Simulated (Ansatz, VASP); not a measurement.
One calculation of Ti, two programs

```
CELL_PARAMETERS angstrom
0.00000 2.05457 2.05457
2.05457 0.00000 2.05457
2.05457 2.05457 0.00000
ATOMIC_POSITIONS crystal
Ti 0.00000 0.00000 0.00000
```

Alike in both runs: task electric field gradients; functional PBE; k mesh 14 × 14 × 14; occupations fermi-dirac, width 0.03 eV; non-collinear spin, spin-orbit coupling.

|  | VASP | Ansatz |
| --- | --- | --- |
| version | VASP 6.6.1 | Ansatz 0.2.0 |
| potentials or method | VASP PAW PBE potentials, release 64 (Ti_sv) | PAW with Ansatz's default frozen-core files, fully relativistic files with spin-orbit coupling |
| plane-wave cutoff (eV) | 520 | 420 |
| valence electrons in the cell | 12 | 12 |

```csv
,VASP,Ansatz,Ansatz less VASP
pressure (GPa),0.0,0.2,+0.27
net moment per atom (μB),0.00,0.00,0.000
```
